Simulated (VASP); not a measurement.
# Cu3N (Pm-3m) in VASP: further runs, part 2 of 2

VASP 6.6.1. The steps go on from the part before.

### 3 Single point, r2SCAN (volume changed by +6%)

The input, POSCAR:

```
Cu3N
1.0
    3.8636903399      0.0000000000      0.0000000000
    0.0000000000      3.8636903399      0.0000000000
    0.0000000000      0.0000000000      3.8636903399
Cu N
3 1
Direct
    0.5000000000      0.0000000000      0.0000000000
    0.0000000000      0.5000000000      0.0000000000
    0.0000000000      0.0000000000      0.5000000000
    0.0000000000      0.0000000000      0.0000000000
```

The input, INCAR.step1:

```
SYSTEM = Cu3N
ALGO = Normal
EDIFF = 1E-5
ENCUT = 660
GGA = PE
GGA_COMPAT = .False.
ISMEAR = -1
LASPH = .True.
LCHARG = .False.
LREAL = .False.
LWAVE = .True.
NBANDS = 27
NELM = 120
PREC = Accurate
SIGMA = 0.02
```

The input, INCAR.step2:

```
SYSTEM = Cu3N
ALGO = Normal
EDIFF = 1E-6
ENCUT = 660
GGA_COMPAT = .False.
ISIF = 2
ISMEAR = -1
ISTART = 1
LASPH = .True.
LCHARG = .False.
LMIXTAU = .True.
LREAL = .False.
LWAVE = .False.
METAGGA = R2SCAN
NBANDS = 27
NELM = 120
PREC = Accurate
SIGMA = 0.02
```

The input, KPOINTS:

```
k-points
0
Gamma
  6 6 6
  0 0 0
```

Potentials or basis: VASP PAW PBE potentials, release 64 (Cu, N).

Started as:

```sh
cat potpaw_PBE.64/Cu/POTCAR potpaw_PBE.64/N/POTCAR > POTCAR
cp INCAR.step1 INCAR
mpirun -np 1 vasp_std > vasp.out
cp INCAR.step2 INCAR
mpirun -np 1 vasp_std > vasp.out
```

OUTCAR:

```text
SYSTEM = Cu3N
   EDIFF = 1E-6
   ENCUT = 660
   ISIF = 2
   ISMEAR = -1
   ISTART = 1
   LASPH = .True.
   LREAL = .False.
   METAGGA = R2SCAN
   NELM = 120
   PREC = Accurate

 ion  position               nearest neighbor table
   1  0.500  0.000  0.000-   4 1.93   4 1.93   2 2.73   3 2.73   2 2.73   2 2.73   3 2.73   3 2.73
                             3 2.73   2 2.73
   2  0.000  0.500  0.000-   4 1.93   4 1.93   1 2.73   3 2.73   1 2.73   3 2.73   3 2.73   3 2.73
                             1 2.73   1 2.73
   3  0.000  0.000  0.500-   4 1.93   4 1.93   1 2.73   1 2.73   2 2.73   2 2.73   2 2.73   2 2.73
                             1 2.73   1 2.73
   4  0.000  0.000  0.000-   1 1.93   2 1.93   3 1.93   3 1.93   2 1.93   1 1.93

  LATTYP: Found a simple cubic cell.
 ALAT       =     3.8636903399

  Lattice vectors:

 A1 = (   3.8636903399,   0.0000000000,   0.0000000000)
 A2 = (   0.0000000000,   3.8636903399,   0.0000000000)
 A3 = (   0.0000000000,   0.0000000000,   3.8636903399)

Analysis of symmetry for initial positions (statically):
=====================================================================
 Subroutine PRICEL returns:
 Original cell was already a primitive cell.

[... 170 lines left out ...]
 cond. band min:       4.8069291743   @ k =   0.5000   0.5000   0.0000
 fundamental gap:      0.4475290044
 Fermi energy:         4.5831906521

 k-point     1 :       0.0000    0.0000    0.0000
  band No.  band energies     occupation
      1     -12.9899      2.00000
      2      -0.6648      2.00000
      3      -0.3045      2.00000
      4      -0.3045      2.00000
      5      -0.3045      2.00000
      6       0.6321      2.00000
[... 589 lines left out ...]
     26      12.6699      0.00000
     27      15.4207      0.00000

------------------------ aborting loop because EDIFF is reached ----------------------------------------

  FORCE on cell =-STRESS in cart. coord.  units (eV):
  Direction    XX          YY          ZZ          XY          YZ          ZX
  --------------------------------------------------------------------------------------
  -------------------------------------------------------------------------------------
  Total       -2.1716331     -2.1716331     -2.1716331      0.0000000      0.0000000     -0.0000000
  in kB      -60.3239968    -60.3239968    -60.3239968      0.0000000      0.0000000     -0.0000000
  external PRESSURE =     -60.3239968 kB  Pullay stress =       0.0000000 kB

 VOLUME and BASIS-vectors are now :
 -----------------------------------------------------------------------------
  energy-cutoff  :      660.00
  volume of cell :       57.68
      direct lattice vectors                 reciprocal lattice vectors
     3.863690340  0.000000000  0.000000000     0.258819914  0.000000000  0.000000000
     0.000000000  3.863690340  0.000000000     0.000000000  0.258819914  0.000000000
     0.000000000  0.000000000  3.863690340     0.000000000  0.000000000  0.258819914

 POSITION                                       TOTAL-FORCE (eV/Angst)
 -----------------------------------------------------------------------------------
      1.93185      0.00000      0.00000         0.000000      0.000000      0.000000
      0.00000      1.93185      0.00000         0.000000      0.000000      0.000000
      0.00000      0.00000      1.93185         0.000000      0.000000      0.000000
      0.00000      0.00000      0.00000         0.000000      0.000000      0.000000
 -----------------------------------------------------------------------------------
    total drift:                                0.000000      0.000000     -0.000000

  FREE ENERGIE OF THE ION-ELECTRON SYSTEM (eV)
  ---------------------------------------------------
  free  energy   TOTEN  =       -40.6543741111 eV

  energy  without entropy=      -40.6543739227  energy(sigma->0) =      -40.65437402
```

OSZICAR.step1:

```text
N       E                     dE             d eps       ncg     rms          rms(c)
DAV:   1     0.314558196088E+03    0.31456E+03   -0.20081E+04  1080   0.261E+03
DAV:   2     0.168143141609E+02   -0.29774E+03   -0.28422E+03  1086   0.396E+02
DAV:   3    -0.209542526250E+02   -0.37769E+02   -0.35923E+02  1390   0.169E+02
DAV:   4    -0.228339384457E+02   -0.18797E+01   -0.18461E+01  1514   0.390E+01
DAV:   5    -0.228555385744E+02   -0.21600E-01   -0.21581E-01  1408   0.429E+00    0.154E+01
DAV:   6    -0.207808246141E+02    0.20747E+01   -0.35778E+01  1448   0.133E+02    0.103E+01
DAV:   7    -0.183777363875E+02    0.24031E+01   -0.95012E+00  1318   0.761E+01    0.249E+00
DAV:   8    -0.184014598709E+02   -0.23723E-01   -0.69594E-01  1352   0.588E+00    0.139E+00
DAV:   9    -0.183783224625E+02    0.23137E-01   -0.40377E-02  1368   0.261E+00    0.321E-01
DAV:  10    -0.183772665946E+02    0.10559E-02   -0.11120E-02  1467   0.169E+00    0.140E-01
DAV:  11    -0.183770773254E+02    0.18927E-03   -0.17581E-03  1635   0.756E-01    0.605E-02
DAV:  12    -0.183770158090E+02    0.61516E-04   -0.31850E-04  1592   0.194E-01    0.124E-02
DAV:  13    -0.183770194883E+02   -0.36793E-05   -0.41212E-05  1199   0.613E-02
   1 F= -.18377019E+02 E0= -.18377018E+02  d E =-.262223E-05
```

Run time: 44 s. Hardware: 1 thread of Intel Xeon 6975P-C (Granite Rapids), shared host; peak memory 0.2 GiB.

What came out:

```yaml
Free_energy: -40.6544 eV
Pressure: -6.0 GPa
Band_gap_on_the_k_mesh: 0.45 eV, indirect (least direct gap 1.02 eV)
```

Caveat: the PAW data sets were made with another functional, which shifts forces and pressure a little. A k mesh can miss the band edges.
